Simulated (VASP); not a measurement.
Input of a VASP 6.6.1 run:

File INCAR:

```
SYSTEM = InSb
PREC = Accurate ; ENCUT = 520
EDIFF = 1E-8 ; ISMEAR = -1
SIGMA = 0.15 ; LREAL = .FALSE.
LASPH = .TRUE. ; NELM = 100
ALGO = Normal ; ISIF = 2
LWAVE = .FALSE. ; LCHARG = .FALSE.
NBANDS = 16 ; IBRION = 8
NSW = 1
```

The input KPOINTS:

```
Automatic mesh
0
G
  12 12 12
  0 0 0
```

The input POSCAR:

```
InSb
1.0
    0.0000000000      3.1484356189      3.1484356189
    3.1484356189      0.0000000000      3.1484356189
    3.1484356189      3.1484356189      0.0000000000
In Sb
1 1
Direct
    0.0000000000      0.0000000000      0.0000000000
    0.7500000000      0.7500000000      0.7500000000
```

Potentials or basis: VASP PAW LDA potentials, release 64 (In_d, Sb).

Launch:

```sh
$ cat potpaw_LDA.64/In_d/POTCAR potpaw_LDA.64/Sb/POTCAR > POTCAR
$ mpirun -np 1 vasp_std > vasp.out
```

Q: Predict the highest phonon frequency at Γ, LO-TO splitting left out.

A: 197 cm⁻¹.

Phonon frequencies in cm⁻¹ (negative: imaginary):
| q point | frequencies |
| --- | --- |
| (0.000, 0.000, 0.000) | 0 0 0 197 197 197 |

Caveat: the cell stands under pressure or tension, which shifts response properties.
